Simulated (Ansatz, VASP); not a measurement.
**C in VASP and in Ansatz**

```
CELL_PARAMETERS angstrom
1.13954 -2.02685 0.00000
1.13954 2.02685 0.00000
0.00000 0.00000 7.02353
ATOMIC_POSITIONS crystal
C 0.08332 0.91668 0.74984
C 0.58332 0.41668 0.25016
C 0.91668 0.08332 0.25016
C 0.41668 0.58332 0.74984
```

Change from the starting cell: volume 8.111 Å^3 an atom, stretch along a over the lengths across it, relative to the relaxed cell 0.9736.

Alike in both runs: task single point; functional PBEsol; k mesh 21 × 21 × 6; occupations gaussian, width 0.15 eV; no spin polarisation.

|  | VASP | Ansatz |
| --- | --- | --- |
| version | VASP 6.6.1 | Ansatz 0.2.0 |
| potentials or method | VASP PAW PBE potentials, release 64 (C), cutoff 520 eV | scalar-relativistic, plane waves, PAW |
| valence electrons in the cell | 16 | 16 |

Ansatz gave:

```
gap on the k mesh at the Fermi level (eV) : 0.05
least direct gap on the mesh (eV)         : 0.09
rms of the force components (eV/Å)        : 0.471
```

Problem. What did VASP give for the same quantities?

Solution. gap on the k mesh at the Fermi level (eV): 0.05; least direct gap on the mesh (eV): 0.09; rms of the force components (eV/Å): 0.475.

VASP's potentials were made for PBE, not for PBEsol, and Ansatz warns of the same on its side. Atom by atom the forces differ by 0.004 eV/Å (rms over components).
